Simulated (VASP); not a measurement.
# Bi2Te in VASP: single point with PBE

Aim: the single point of Bi2Te with PBE.

Program: VASP 6.6.1. These are calculated values, not measurements. Logs are shortened: lines on timing, memory, paths and dates and some standing lists are left out, and cuts for length are marked.

**1. The cell of the first run**

The typed cell holds 6 atoms: a = 6.670 Å, b = 6.670 Å, c = 6.670 Å, α = 102.54°, β = 102.54°, γ = 124.46°.

**2. Single point, PBE**

The input, INCAR:

```
ALGO = Fast ; EDIFF = 1E-6
ENCUT = 520 ; GGA = PE
ISIF = 2 ; ISMEAR = 0
LASPH = T ; LCHARG = F
LREAL = F ; LWAVE = F
NBANDS = 45 ; NELM = 60
PREC = Accurate ; SIGMA = 0.1
```

The input, KPOINTS:

```
k-points
0
Gamma
  8 8 8
```

The input, POSCAR:

```
Bi2Te
1.0
   -4.1732838959      4.1732838959      3.1079070746
    4.1732838959     -4.1732838959      3.1079070746
    4.1732838959      4.1732838959     -3.1079070746
Bi Te
4 2
Direct
    0.3750000000      0.6250399317      0.7500399317
    0.8750000000      0.6249600683      0.2499600683
    0.3749600683      0.1250000000      0.7499600683
    0.3750399317      0.6250000000      0.2500399317
    0.0000000000      0.0000000000      0.0000000000
    0.7500000000      0.2500000000      0.5000000000
```

Potentials or basis: VASP PAW PBE potentials, release 64 (Bi_d, Te).

Started as:

```console
> cat potpaw_PBE.64/Bi_d/POTCAR potpaw_PBE.64/Te/POTCAR > POTCAR
> mpirun -np 1 vasp_std > vasp.out
```

OUTCAR:

```text
EDIFF = 1E-6
   ENCUT = 520
   GGA = PE
   ISIF = 2
   ISMEAR = 0
   LASPH = T
   LREAL = F
   NELM = 60
   PREC = Accurate

 ion  position               nearest neighbor table
   1  0.375  0.625  0.750-   6 3.13   5 3.13   4 3.34   3 3.34   4 3.34   3 3.34
   2  0.875  0.625  0.250-   5 3.13   6 3.13   4 3.34   3 3.34   3 3.34   4 3.34
   3  0.375  0.125  0.750-   5 3.13   6 3.13   2 3.34   1 3.34   2 3.34   1 3.34
   4  0.375  0.625  0.250-   5 3.13   6 3.13   1 3.34   1 3.34   2 3.34   2 3.34
   5  0.000  0.000  0.000-   4 3.13   2 3.13   3 3.13   1 3.13
   6  0.750  0.250  0.500-   1 3.13   2 3.13   3 3.13   4 3.13

  LATTYP: Found a body centered tetragonal cell.
 ALAT       =     8.3465677918
 C/A-ratio  =     0.7447149900

  Lattice vectors:

 A1 = (  -4.1732838959,   4.1732838959,   3.1079070746)
 A2 = (   4.1732838959,  -4.1732838959,   3.1079070746)
 A3 = (   4.1732838959,   4.1732838959,  -3.1079070746)

Analysis of symmetry for initial positions (statically):
=====================================================================
 Subroutine PRICEL returns:
 Original cell was already a primitive cell.

 Routine SETGRP: Setting up the symmetry group for a
 body centered tetragonal supercell.

 Subroutine GETGRP returns: Found  8 space group operations
 (whereof  4 operations were pure point group operations)
 out of a pool of 16 trial point group operations.

The static configuration has the point symmetry S_4 .
 The point group associated with its full space group is D_2d.

Analysis of symmetry for dynamics (positions and initial velocities):
=====================================================================
 Subroutine PRICEL returns:
 Original cell was already a primitive cell.

 Routine SETGRP: Setting up the symmetry group for a
 body centered tetragonal supercell.

 Subroutine GETGRP returns: Found  8 space group operations
 (whereof  4 operations were pure point group operations)
 out of a pool of 16 trial point group operations.

The dynamic configuration has the point symmetry S_4 .
 The point group associated with its full space group is D_2d.

 Subroutine INISYM returns: Found  8 space group operations
 (whereof  4 operations are pure point group operations),
 and found     1 'primitive' translations

----------------------------------------------------------------------------------------

[... 98 lines left out ...]
   ENCUT  =  520.0 eV  38.22 Ry    6.18 a.u.  12.40 12.40 12.40*2*pi/ulx,y,z
   NELM   =     60;   NELMIN=  2; NELMDL= -5     # of ELM steps
   EDIFF  = 0.1E-05   stopping-criterion for ELM
   LREAL  =      F    real-space projection
   EDIFFG = 0.1E-04   stopping-criterion for IOM
   NSW    =      0    number of steps for IOM
   IBRION =     -1    ionic relax: 0-MD 1-quasi-New 2-CG
   NFREE  =      0    steps in history (QN), initial steepest desc. (CG)
   ISIF   =      2    stress and relaxation
   ISYM   =      2    0-nonsym 1-usesym 2-fastsym
   POTIM  = 0.5000    time-step for ionic-motion
   TEBEG  =    0.0;   TEEND  =   0.0 temperature during run
   PSTRESS=    0.0 pullay stress
   NELECT =      72.0000    total number of electrons
   NUPDOWN=      -1.0000    fix difference up-down
   EMIN   =  10.00;   EMAX   =-10.00  energy-range for DOS
   EFERMI =   0.00;   METHOD = LEGACY
   ISMEAR =     0;   SIGMA  =   0.10  broadening in eV -4-tet -1-fermi 0-gaus
   EFERMI_NEDOS =   21; number of points for ismear=-14 and -15
   IALGO  =     68    algorithm
   IMIX   =      4    mixing-type and parameters
     AMIX     =   0.40;   BMIX     =  1.00
     AMIX_MAG =   1.60;   BMIX_MAG =  1.00
  volume/ion in A,a.u.               =      36.09       243.52
  Fermi-wavevector in a.u.,A,eV,Ry     =   1.134204  2.143334 17.502778  1.286418
  Thomas-Fermi vector in A             =   2.270907
   LORBIT       =      0    0 simple, 1 ext, 2 COOP (PROOUT), +10 PAW based schemes
   GGA     = PE    functional components
   LHFCALC =     F    Hartree Fock is set to
   AEXX    =    0.0000 exact exchange contribution
   IVDW    =     0    specifies the selected vdW correction
   LEPSILON=     F    determine dielectric tensor
   LRPA    =     F    only Hartree local field effects (RPA)
 non-spin polarized calculation
 RMM-DIIS sequential band-by-band and
 Gauss-broadening in eV      SIGMA  =   0.10
  energy-cutoff  :      520.00
  volume of cell :      216.51
 maximum number of plane-waves:      5871
 NGX is ok and might be reduce to    50
   NGX = 25   NGY = 25   NGZ = 25

 number of electron      72.0000028 magnetization

 Free energy of the ion-electron system (eV)
  ---------------------------------------------------
  ext. energy  EPLUGINS =         0.00000000
  ---------------------------------------------------
  free energy    TOTEN  =       -22.13162114 eV

  energy without entropy =      -22.11833399  energy(sigma->0) =      -22.12497756

 E-fermi :   5.6698     XC(G=0):  -9.2011

 val. band max:        5.6511294076   @ k =   0.5000   0.5000   0.1250
 cond. band min:       5.7062721009   @ k =   0.5000   0.5000   0.5000
 fundamental gap:      0.0551426934
 Fermi energy:         5.6697809358

 k-point     1 :       0.0000    0.0000    0.0000
  band No.  band energies     occupation
      1     -17.2741      2.00000
      2     -17.2633      2.00000
      3     -17.2571      2.00000
      4     -17.2571      2.00000
      5     -17.2114      2.00000
      6     -17.1982      2.00000
[... 1141 lines left out ...]
     44       9.3998      0.00000
     45      10.7720      0.00000

 [... further k-points ...]
[... 5 lines left out ...]
  --------------------------------------------------------------------------------------
  -------------------------------------------------------------------------------------
  Total       -0.0569992     -0.0569992     -0.0613671      0.0000000      0.0000000      0.0000000
  in kB       -0.4217891     -0.4217891     -0.4541115      0.0000000      0.0000000      0.0000000
  external PRESSURE =      -0.4325632 kB  Pullay stress =       0.0000000 kB

 VOLUME and BASIS-vectors are now :
 -----------------------------------------------------------------------------
  energy-cutoff  :      520.00
  volume of cell :      216.51
      direct lattice vectors                 reciprocal lattice vectors
    -4.173283896  4.173283896  3.107907075     0.000000000  0.119809726  0.160879971
     4.173283896 -4.173283896  3.107907075     0.119809726  0.000000000  0.160879971
     4.173283896  4.173283896 -3.107907075     0.119809726  0.119809726  0.000000000

 POSITION                                       TOTAL-FORCE (eV/Angst)
 -----------------------------------------------------------------------------------
      4.17362      2.08664      0.77698        -0.000137      0.000000     -0.000000
     -0.00033      2.08664      3.88488         0.000137      0.000000      0.000000
      2.08664      4.17295     -0.77698         0.000000      0.000137      0.000000
      2.08664      0.00033      2.33093         0.000000     -0.000137     -0.000000
      0.00000      0.00000      0.00000         0.000000      0.000000      0.000000
     -0.00000      4.17328      1.55395         0.000000      0.000000     -0.000000
 -----------------------------------------------------------------------------------
    total drift:                                0.000000      0.000000     -0.000000

  FREE ENERGIE OF THE ION-ELECTRON SYSTEM (eV)
  ---------------------------------------------------
  free  energy   TOTEN  =       -22.1316211374 eV

  energy  without entropy=      -22.1183339853  energy(sigma->0) =      -22.12497756
```

OSZICAR:

```text
N       E                     dE             d eps       ncg     rms          rms(c)
DAV:   1     0.784814185613E+03    0.78481E+03   -0.34911E+04  5310   0.170E+03
DAV:   2     0.730631232461E+02   -0.71175E+03   -0.69793E+03  5382   0.467E+02
DAV:   3    -0.173384496059E+02   -0.90402E+02   -0.88570E+02  6257   0.184E+02
DAV:   4    -0.220560579527E+02   -0.47176E+01   -0.46734E+01  6052   0.433E+01
DAV:   5    -0.222889268329E+02   -0.23287E+00   -0.23274E+00  7385   0.924E+00    0.518E+00
RMM:   6    -0.221221893910E+02    0.16674E+00   -0.32182E-01  5799   0.253E+00    0.314E+00
RMM:   7    -0.221311946705E+02   -0.90053E-02   -0.12300E-01  6293   0.139E+00    0.112E+00
RMM:   8    -0.221313181101E+02   -0.12344E-03   -0.18168E-02  6480   0.102E+00    0.127E-01
RMM:   9    -0.221316131169E+02   -0.29501E-03   -0.77085E-03  7023   0.479E-01    0.893E-02
RMM:  10    -0.221316091686E+02    0.39483E-05   -0.19460E-03  8191   0.274E-01    0.406E-02
RMM:  11    -0.221316124834E+02   -0.33148E-05   -0.31819E-04  8045   0.105E-01    0.246E-02
RMM:  12    -0.221316219851E+02   -0.95017E-05   -0.87198E-05  9050   0.478E-02    0.778E-03
RMM:  13    -0.221316211374E+02    0.84771E-06   -0.95997E-06  6737   0.163E-02
   1 F= -.22131621E+02 E0= -.22124978E+02  d E =-.132872E-01
```

Run time: 20 min. Hardware: 1 thread of Intel Xeon 8259CL, shared host; peak memory 0.64 GiB.

What came out:

```yaml
Free_energy: -22.1316 eV
Pressure: 0.0 GPa
Band_gap_on_the_k_mesh: zero (bands 36 and 37 overlap by 0.21 eV)
```

Levels at points of the mesh, in eV from the Fermi level:
| k point | band 33 | band 34 | band 35 | band 36 | band 37 | band 38 | band 39 | band 40 |
| --- | --- | --- | --- | --- | --- | --- | --- | --- |
| (0.00, 0.00, 0.00) | -2.21 | -1.91 | -1.91 | -1.15 | 2.00 | 2.51 | 2.51 | 3.14 |
| (0.50, 0.00, 0.00) | -1.54 | -0.96 | -0.10 | 0.04 | 0.15 | 0.35 | 1.01 | 2.32 |
| (0.50, 0.50, 0.00) | -0.96 | -0.96 | -0.85 | -0.85 | -0.05 | -0.05 | 1.69 | 1.69 |
| (0.50, 0.50, 0.50) | -0.23 | -0.23 | -0.16 | -0.16 | 0.04 | 0.04 | 0.49 | 0.49 |

Caveat: spin-orbit coupling is left out, which moves the levels of the heavy elements.
